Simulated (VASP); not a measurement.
# Si16PO31 (a cell with a defect) in VASP: single point with PBE

Aim: the single point of Si16PO31 (a cell with a defect) with PBE.

Program: VASP 6.6.1. These are calculated values, not measurements. Logs are shortened: lines on timing, memory, paths and dates and some standing lists are left out, and cuts for length are marked.

## Step 1: The cell of the first run

The cell holds a defect, 48 atoms: a = 10.267 Å, b = 10.176 Å, c = 10.119 Å, α = 60.78°, β = 59.89°, γ = 59.33°.

## Step 2: Single point, PBE

The input, INCAR:

```
SYSTEM = Si16PO31
ALGO     = Normal         ! electronic algorithm
EDIFF    = 1E-6           ! SCF threshold, eV
ENCUT    = 520            ! plane-wave cutoff, eV
GGA      = PE             ! functional
ISIF     = 2              ! what is computed and relaxed
ISMEAR   = -1             ! smearing method
LASPH    = .True.         ! aspherical terms in the spheres
LCHARG   = .False.        ! write CHGCAR
LREAL    = Auto         
LWAVE    = .False.        ! write WAVECAR
NBANDS   = 158            ! bands
NELECT   = 256.0        
NELM     = 100            ! most SCF steps
PREC     = Accurate       ! precision mode
SIGMA    = 0.01           ! smearing width, eV
```

The input, KPOINTS:

```
k-points
0
Gamma
  2 2 2
  0 0 0
```

The input, POSCAR:

```
Si16PO31
1.0
    0.0000000000      7.2200000000      7.3000000000
    7.0900000000      0.0000000000      7.3000000000
    7.0900000000      7.2200000000      0.0000000000
Si P O
16 1 31
Direct
    0.2096099066      0.2572464983      0.2626675012
    0.7359408438      0.7388131399      0.7351378444
    0.7535778764      0.2316135980      0.7704553687
    0.2781660761      0.7422975827      0.2481885340
    0.2318308067      0.7754643861      0.7312352068
    0.7297315026      0.2599254678      0.2411974470
    0.7794057072      0.7400019072      0.2483837926
    0.2827024210      0.2562608028      0.7520085077
    0.3608311067      0.3676427331      0.3941687359
    0.8590883043      0.8574768945      0.8763068561
    0.8470375921      0.3663300785      0.3863325956
    0.3616009554      0.8820119588      0.8687496787
    0.3771940842      0.3941435850      0.8941088554
    0.9023268435      0.8814909557      0.3622300489
    0.4022728506      0.8887167162      0.3492489178
    0.8985353080      0.3657526766      0.8626986892
    0.1693552265      0.2878445894      0.4757935877
    0.7719731399      0.7922528835      0.8368363685
    0.8176773819      0.2694959518      0.5775778624
    0.2998050424      0.8488165532      0.0603277818
    0.3029154795      0.5805121137      0.7917747994
    0.8536253003      0.0736713656      0.2707881324
    0.5924622413      0.8578198657      0.2927605756
    0.0869857537      0.3127117552      0.8312250021
    0.3450400898      0.2765686743      0.8580769134
    0.8837188477      0.7964262519      0.2756649573
    0.3290976979      0.8455610009      0.5438624705
    0.7936869440      0.3571602304      0.0502772780
    0.3439282258      0.5541351093      0.2707422824
    0.7572408750      0.0467503346      0.8590649399
    0.0279826429      0.2935515313      0.2693692304
    0.5463892857      0.7635059903      0.8059049608
    0.3860013439      0.7658055338      0.3043341705
    0.8685172099      0.2483433542      0.8234522977
    0.2946347364      0.3714289263      0.0849876153
    0.7840676346      0.8493288867      0.5486073650
    0.7922773871      0.5563059398      0.3594973910
    0.3569735761      0.0652763253      0.7729149691
    0.5488746785      0.2639692406      0.3017428141
    0.0433933085      0.8333282528      0.7541816099
    0.7271544699      0.3464022831      0.3420784866
    0.2447006113      0.8451675303      0.8370256189
    0.3537419264      0.3611621664      0.5669525957
    0.8572616483      0.7521893763      0.0594287758
    0.3142454658      0.0702318583      0.2526651442
    0.8379364337      0.5505756435      0.7495590331
    0.5706918985      0.3508206252      0.8347566646
    0.0877913119      0.8076908748      0.3546497258
```

Potentials or basis: VASP PAW PBE potentials, release 64 (Si, P, O).

Started as:

```sh
$ cat potpaw_PBE.64/Si/POTCAR potpaw_PBE.64/P/POTCAR potpaw_PBE.64/O/POTCAR > POTCAR
$ mpirun -np 1 vasp_std > vasp.out
```

OUTCAR:

```text
SYSTEM = Si16PO31
   EDIFF = 1E-6
   ENCUT = 520
   GGA = PE
   ISIF = 2
   ISMEAR = -1
   LASPH = .True.
   LREAL = Auto
   NELECT = 256.0
   NELM = 100
   PREC = Accurate

 ion  position               nearest neighbor table
   1  0.210  0.257  0.263-  35 1.66  45 1.67  31 1.68  17 2.13  11 3.02  15 3.12  13 3.12
   2  0.736  0.739  0.735-  46 1.62  18 1.62  36 1.62  32 1.63  12 3.12  16 3.13
   3  0.754  0.232  0.770-  19 1.62  34 1.62  47 1.63  30 1.63  16 3.11  10 3.13  13 3.14
   4  0.278  0.742  0.248-  29 1.61  33 1.62  20 1.63  48 1.64  15 3.10  14 3.13   9 3.15
   5  0.232  0.775  0.731-  27 1.61  21 1.62  42 1.63  40 1.63  12 3.11  10 3.13
   6  0.730  0.260  0.241-  39 1.62  41 1.63  28 1.63  22 1.63  11 3.07   9 3.08
   7  0.779  0.740  0.248-  37 1.62  26 1.62  23 1.62  44 1.63  10 3.13  15 3.14
   8  0.283  0.256  0.752-  25 1.63  43 1.63  38 1.63  24 1.63   9 3.01  13 3.12
   9  0.361  0.368  0.394-  29 1.66  39 1.67  43 1.68  17 2.13   8 3.01   6 3.08   4 3.15
  10  0.859  0.857  0.876-  18 1.62  44 1.62  30 1.62  40 1.63   7 3.13   3 3.13   5 3.13
  11  0.847  0.366  0.386-  31 1.63  41 1.63  37 1.63  19 1.63   1 3.02   6 3.07
  12  0.362  0.882  0.869-  38 1.62  20 1.62  42 1.63  32 1.63   5 3.11   2 3.12
  13  0.377  0.394  0.894-  25 1.62  35 1.62  21 1.63  47 1.63   8 3.12   1 3.12   3 3.14
  14  0.902  0.881  0.362-  26 1.62  22 1.62  36 1.63  48 1.63   4 3.13
  15  0.402  0.889  0.349-  45 1.61  27 1.63  33 1.63  23 1.63   4 3.10   1 3.12   7 3.14
  16  0.899  0.366  0.863-  24 1.62  34 1.63  28 1.63  46 1.63   3 3.11   2 3.13
  17  0.169  0.288  0.476-   1 2.13   9 2.13
  18  0.772  0.792  0.837-  10 1.62   2 1.62
  19  0.818  0.269  0.578-   3 1.62  11 1.63
  20  0.300  0.849  0.060-  12 1.62   4 1.63
  21  0.303  0.581  0.792-   5 1.62  13 1.63
  22  0.854  0.074  0.271-  14 1.62   6 1.63
[... 24 lines left out ...]
  47  0.571  0.351  0.835-   3 1.63  13 1.63
  48  0.088  0.808  0.355-  14 1.63   4 1.64

  LATTYP: Found a face centered orthorhombic cell.
 ALAT       =    14.1800000000
 B/A-ratio  =     1.0183356841
 C/A-ratio  =     1.0296191819

  Lattice vectors:

 A1 = (   0.0000000000,   7.2200000000,   7.3000000000)
 A2 = (   7.0900000000,   0.0000000000,   7.3000000000)
 A3 = (   7.0900000000,   7.2200000000,   0.0000000000)

Analysis of symmetry for initial positions (statically):
=====================================================================
 Subroutine PRICEL returns:
 Original cell was already a primitive cell.

 Routine SETGRP: Setting up the symmetry group for a
 face centered orthorhombic supercell.

 Subroutine GETGRP returns: Found  1 space group operations
 (whereof  1 operations were pure point group operations)
 out of a pool of  8 trial point group operations.

The static configuration has the point symmetry C_1 .

Analysis of symmetry for dynamics (positions and initial velocities):
=====================================================================
 Subroutine PRICEL returns:
 Original cell was already a primitive cell.

 Routine SETGRP: Setting up the symmetry group for a
 face centered orthorhombic supercell.

 Subroutine GETGRP returns: Found  1 space group operations
 (whereof  1 operations were pure point group operations)
 out of a pool of  8 trial point group operations.

The dynamic configuration has the point symmetry C_1 .

 Subroutine INISYM returns: Found  1 space group operations
 (whereof  1 operations are pure point group operations),
 and found     1 'primitive' translations

----------------------------------------------------------------------------------------

                                     Primitive cell

  volume of cell :     747.3711

  direct lattice vectors                    reciprocal lattice vectors
     0.000000000  7.220000000  7.300000000    -0.070521862  0.069252078  0.068493151
     7.090000000  0.000000000  7.300000000     0.070521862 -0.069252078  0.068493151
     7.090000000  7.220000000  0.000000000     0.070521862  0.069252078 -0.068493151

  length of vectors
    10.267346298 10.176350033 10.119115574     0.120251798  0.120251798  0.120251798

  position of ions in fractional coordinates (direct lattice)
     0.209609907  0.257246498  0.262667501
     0.735940844  0.738813140  0.735137844
     0.753577876  0.231613598  0.770455369
[... 104 lines left out ...]

 Generating k-lattice:

  Cartesian coordinates                     Fractional coordinates (reciprocal lattice)
    -0.035260931  0.034626039  0.034246575     0.500000000  0.000000000  0.000000000
     0.035260931 -0.034626039  0.034246575     0.000000000  0.500000000  0.000000000
     0.035260931  0.034626039 -0.034246575    -0.000000000 -0.000000000  0.500000000

  Length of vectors
     0.060125899  0.060125899  0.060125899

  Shift w.r.t. Gamma in fractional coordinates (k-lattice)
     0.000000000  0.000000000  0.000000000

 Subroutine IBZKPT returns following result:
 ===========================================

 Found      8 irreducible k-points:

 Following reciprocal coordinates:
            Coordinates               Weight
  0.000000  0.000000  0.000000      1.000000
  0.500000  0.000000  0.000000      1.000000
  0.500000  0.500000  0.500000      1.000000
 -0.000000 -0.000000  0.500000      1.000000
  0.000000  0.500000  0.000000      1.000000
  0.500000  0.500000  0.000000      1.000000
  0.500000  0.000000  0.500000      1.000000
  0.000000  0.500000  0.500000      1.000000
   k-points           NKPTS =      8   k-points in BZ     NKDIM =      8   number of bands    NBANDS=    158
   number of dos      NEDOS =    301   number of ions     NIONS =     48
   total plane-waves  NPLWV = 512000
   dimension x,y,z NGX =    80 NGY =   80 NGZ =   80
   dimension x,y,z NGXF=   160 NGYF=  160 NGZF=  160
   ions per type =              16   1  31
   NGX,Y,Z   is equivalent  to a cutoff of  12.95, 13.07, 13.14 a.u.
   NGXF,Y,Z  is equivalent  to a cutoff of  25.91, 26.14, 26.29 a.u.
 SYSTEM =  Si16PO31
   PREC   = accura    normal or accurate (medium, high low for compatibility)
   ISTART =      0    job   : 0-new  1-cont  2-samecut
   ICHARG =      2    charge: 1-file 2-atom 10-const
   ISPIN  =      1    spin polarized calculation?
   LNONCOLLINEAR =      F non collinear calculations
   LSORBIT =      F    spin-orbit coupling
   LASPH  =      T    aspherical Exc in radial PAW
   ENCUT  =  520.0 eV  38.22 Ry    6.18 a.u.  19.09 18.92 18.81*2*pi/ulx,y,z
   NELM   =    100;   NELMIN=  2; NELMDL= -5     # of ELM steps
   EDIFF  = 0.1E-05   stopping-criterion for ELM
   LREAL  =      T    real-space projection
   EDIFFG = 0.1E-04   stopping-criterion for IOM
   NSW    =      0    number of steps for IOM
   IBRION =     -1    ionic relax: 0-MD 1-quasi-New 2-CG
   NFREE  =      0    steps in history (QN), initial steepest desc. (CG)
   ISIF   =      2    stress and relaxation
   ISYM   =      2    0-nonsym 1-usesym 2-fastsym
   POTIM  = 0.5000    time-step for ionic-motion
   TEBEG  =    0.0;   TEEND  =   0.0 temperature during run
   PSTRESS=    0.0 pullay stress
   NELECT =     256.0000    total number of electrons
   NUPDOWN=      -1.0000    fix difference up-down
   EMIN   =  10.00;   EMAX   =-10.00  energy-range for DOS
   EFERMI =   0.00;   METHOD = LEGACY
   ISMEAR =    -1;   SIGMA  =   0.01  broadening in eV -4-tet -1-fermi 0-gaus
   EFERMI_NEDOS =   21; number of points for ismear=-14 and -15
   IALGO  =     38    algorithm
   IMIX   =      4    mixing-type and parameters
     AMIX     =   0.40;   BMIX     =  1.00
     AMIX_MAG =   1.60;   BMIX_MAG =  1.00
  volume/ion in A,a.u.               =      15.57       105.07
  Fermi-wavevector in a.u.,A,eV,Ry     =   1.145450  2.164586 17.851595  1.312055
  Thomas-Fermi vector in A             =   2.282138
   LORBIT       =      0    0 simple, 1 ext, 2 COOP (PROOUT), +10 PAW based schemes
   GGA     = PE    functional components
   LHFCALC =     F    Hartree Fock is set to
   AEXX    =    0.0000 exact exchange contribution
   IVDW    =     0    specifies the selected vdW correction
   LEPSILON=     F    determine dielectric tensor
   LRPA    =     F    only Hartree local field effects (RPA)
 non-spin polarized calculation
  energy-cutoff  :      520.00
  volume of cell :      747.37
 maximum number of plane-waves:     20164
 NGX is ok and might be reduce to    80
   NGX = 39   NGY = 37   NGZ = 37

 number of electron     255.9999995 magnetization

 Free energy of the ion-electron system (eV)
  ---------------------------------------------------
  ext. energy  EPLUGINS =         0.00000000
  ---------------------------------------------------
  free energy    TOTEN  =      -371.62248915 eV

  energy without entropy =     -371.62248915  energy(sigma->0) =     -371.62248915

 E-fermi :   2.9505     XC(G=0):  -8.1551

 val. band max:        2.7176511687   @ k =   0.0000   0.0000   0.0000
 cond. band min:       5.2737492898   @ k =   0.0000   0.0000   0.0000
 fundamental gap:      2.5560981211
 Fermi energy:         2.9505039929

 k-point     1 :       0.0000    0.0000    0.0000
  band No.  band energies     occupation
      1     -19.6433      2.00000
      2     -19.2169      2.00000
      3     -19.2079      2.00000
      4     -19.1910      2.00000
      5     -19.0935      2.00000
      6     -18.7526      2.00000
[... 1133 lines left out ...]
    139       8.5546      0.00000
    140       8.6357      0.00000
 [bands above 140 left out]

------------------------ aborting loop because EDIFF is reached ----------------------------------------

  FORCE on cell =-STRESS in cart. coord.  units (eV):
  Direction    XX          YY          ZZ          XY          YZ          ZX
  --------------------------------------------------------------------------------------
  -------------------------------------------------------------------------------------
  Total        9.7854057      9.2228294      3.8166502      2.9254850      2.0884081      3.5642930
  in kB       20.9774710     19.7714477      8.1819468      6.2715108      4.4770264      7.6409559
  external PRESSURE =      16.3102885 kB  Pullay stress =       0.0000000 kB

 VOLUME and BASIS-vectors are now :
 -----------------------------------------------------------------------------
  energy-cutoff  :      520.00
  volume of cell :      747.37
      direct lattice vectors                 reciprocal lattice vectors
     0.000000000  7.220000000  7.300000000    -0.070521862  0.069252078  0.068493151
     7.090000000  0.000000000  7.300000000     0.070521862 -0.069252078  0.068493151
     7.090000000  7.220000000  0.000000000     0.070521862  0.069252078 -0.068493151

 POSITION                                       TOTAL-FORCE (eV/Angst)
 -----------------------------------------------------------------------------------
      3.68619      3.40984      3.40805         0.041234      0.043608      0.025988
     10.45031     10.62119     10.76570        -0.001936     -0.006257     -0.010914
      7.10467     11.00352      7.19190        -0.011807      0.006981      0.003610
      7.02255      3.80028      7.44938        -0.001675      0.003310      0.001035
     10.68250      6.95334      7.35325        -0.011120     -0.016123      0.008132
      3.55296      7.01011      7.22450        -0.017493     -0.008389      0.007869
[... 40 lines left out ...]
      8.40574     10.14734      6.72704        -0.001905     -0.005168     -0.011437
      8.24099      3.19442      6.53702        -0.005691     -0.003066      0.003931
 -----------------------------------------------------------------------------------
    total drift:                               -0.006213      0.008903     -0.015311

  FREE ENERGIE OF THE ION-ELECTRON SYSTEM (eV)
  ---------------------------------------------------
  free  energy   TOTEN  =      -371.6224891549 eV

  energy  without entropy=     -371.6224891549  energy(sigma->0) =     -371.62248915
```

Run time: 29 min. Hardware: 1 thread of Intel Xeon 6975P-C (Granite Rapids), shared host; peak memory 1.3 GiB.

Results:

```
Free energy   : -371.6225 eV
Largest force : 0.087 eV/Å
```

Forces on the atoms (eV/Å):
```
Si   0.041  0.044  0.026
Si  -0.002 -0.006 -0.011
Si  -0.012  0.007  0.004
Si  -0.002  0.003  0.001
Si  -0.011 -0.016  0.008
Si  -0.017 -0.008  0.008
Si   0.007  0.025  0.006
Si   0.021  0.028 -0.028
Si  -0.042 -0.063 -0.042
Si  -0.011 -0.019 -0.015
Si   0.032  0.006 -0.023
Si  -0.007 -0.004 -0.025
Si   0.022  0.002  0.037
Si   0.002  0.000  0.017
Si   0.002  0.040  0.012
Si   0.004  0.009  0.003
P   -0.014 -0.012  0.005
O   -0.011  0.005  0.004
O    0.004 -0.014  0.000
O    0.005  0.001  0.000
O   -0.002  0.017  0.004
O    0.007 -0.007 -0.006
O   -0.005 -0.004 -0.007
O   -0.019  0.000  0.010
O   -0.009 -0.009 -0.014
O    0.007 -0.007 -0.013
O   -0.004 -0.006 -0.002
O   -0.003  0.004 -0.008
O   -0.009  0.006 -0.007
O   -0.001  0.003  0.007
O   -0.012  0.005  0.012
O    0.009  0.001  0.003
O    0.000 -0.006  0.000
O    0.010  0.001  0.013
O    0.006  0.004 -0.018
O    0.003  0.005  0.005
O   -0.007 -0.001  0.004
O    0.004  0.001  0.002
O   -0.002 -0.005 -0.005
O    0.005 -0.001 -0.001
O   -0.001  0.001  0.007
O   -0.006  0.002  0.008
O   -0.002 -0.011  0.025
O    0.005  0.000  0.000
O    0.026 -0.017  0.007
O   -0.002  0.004 -0.005
O   -0.002 -0.005 -0.011
O   -0.006 -0.003  0.004
```

Caveat: the cell carries a net charge on a neutralising background, which shifts energy and pressure; the cell is charged against a uniform background, so pressure and absolute levels hang on convention.
